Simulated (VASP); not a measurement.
A run of VASP 6.6.1 is set up as follows.

The input POSCAR:

```
RbBr
1.0
    0.0000000000      3.3806835115      3.3806835115
    3.3806835115      0.0000000000      3.3806835115
    3.3806835115      3.3806835115      0.0000000000
Rb Br
1 1
Direct
    0.0000000000      0.0000000000      0.0000000000
    0.5000000000      0.5000000000      0.5000000000
```

Contents of INCAR.step1:

```
SYSTEM = RbBr
PREC = Accurate ; ENCUT = 520
EDIFF = 1E-5 ; ISMEAR = -1
SIGMA = 0.05 ; LREAL = .FALSE.
LASPH = .TRUE. ; NELM = 80
ALGO = Normal ; ISIF = 2
LWAVE = .TRUE. ; LCHARG = .FALSE.
NBANDS = 15 ; GGA = PE
```

The input INCAR.step2:

```
SYSTEM = RbBr
PREC = Accurate ; ENCUT = 520
EDIFF = 1E-7 ; ISMEAR = -1
SIGMA = 0.05 ; LREAL = .FALSE.
LASPH = .TRUE. ; NELM = 80
ALGO = Normal ; ISIF = 2
LWAVE = .FALSE. ; LCHARG = .FALSE.
GGA = PE ; LHFCALC = .TRUE.
AEXX = 0.25 ; PRECFOCK = Normal
NBANDS = 15 ; ISTART = 1
```

KPOINTS

```
regular mesh
0
G
  4 4 4
  0 0 0
```

Potentials or basis: VASP PAW PBE potentials, release 64 (Rb_sv, Br).

The run is started by

```console
$ cat potpaw_PBE.64/Rb_sv/POTCAR potpaw_PBE.64/Br/POTCAR > POTCAR
$ cp INCAR.step1 INCAR
$ mpirun -np 1 vasp_std > vasp.out
$ cp INCAR.step2 INCAR
$ mpirun -np 1 vasp_std > vasp.out
```

Q: Predict the band gap on the k mesh.

A: 6.37 eV.

Q: Estimate the pressure.

A: 1.4 GPa.

Caveat: the PAW data sets were made with another functional, which shifts forces and pressure a little.
